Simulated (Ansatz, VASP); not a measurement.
One calculation of Cr, two programs

```
CELL_PARAMETERS angstrom
2.43601 0.00000 0.00000
-1.21800 2.10965 0.00000
0.00000 0.00000 4.34540
ATOMIC_POSITIONS crystal
Cr 0.33333 0.66667 0.25000
Cr 0.66667 0.33333 0.75000
```

Alike in both runs: task single point; functional LDA; k mesh 17 × 17 × 8; occupations fermi-dirac, width 0.1 eV; no spin polarisation.

|  | VASP | Ansatz |
| --- | --- | --- |
| version | VASP 6.6.1 | Ansatz 0.2.0 |
| potentials or method | VASP PAW LDA potentials, release 64 (Cr_pv), cutoff 520 eV | plane waves (420 eV) with PAW, scalar-relativistic |
| valence electrons in the cell | 24 | 28 |

VASP gave:

```
pressure (GPa)                                                : 0.1
traceless stress, the component that is largest in VASP (GPa) : 0.01
```

**Question.** Estimate Ansatz's values.

**Answer.** Pressure (GPa): 0.0; traceless stress, the component that is largest in VASP (GPa): 0.05.

Ansatz warns that its potentials were made for another functional, while VASP's fit it. LDA's correlation is that of Perdew and Zunger in VASP and of Perdew and Wang (1992) in Ansatz. VASP's potentials hold 24 valence electrons a cell and Ansatz's 28, so a difference there can come from the potentials and not from the codes.
